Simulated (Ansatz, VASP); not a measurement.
## Tl: VASP beside Ansatz

```xyz
2
Lattice="0.0000 3.7514 3.7514 3.7514 0.0000 3.7514 3.7514 3.7514 0.0000" Properties=species:S:1:pos:R:3 pbc="T T T"
Tl    0.9378    0.9378    0.9378
Tl    6.5649    6.5649    6.5649
```

Alike in both runs: task single point; functional BLYP; k mesh 8 × 8 × 8; occupations fermi-dirac, width 0.1 eV; no spin polarisation.

|  | VASP | Ansatz |
| --- | --- | --- |
| version | VASP 6.6.1 | Ansatz 0.2.0 |
| potentials or method | VASP PAW PBE potentials, release 64 (Tl_d), cutoff 520 eV | plane waves (420 eV) with PAW, scalar-relativistic |
| valence electrons in the cell | 26 | 26 |

Ansatz gave:

```
pressure (GPa) : -0.3
```

**Question.** Estimate VASP's values.

**Answer.** Pressure (GPa): -0.4.

VASP's potentials were made for PBE, not for BLYP. With one functional, cell and mesh, what is left measures potentials, basis and numerics.

Spin-orbit coupling is off throughout.
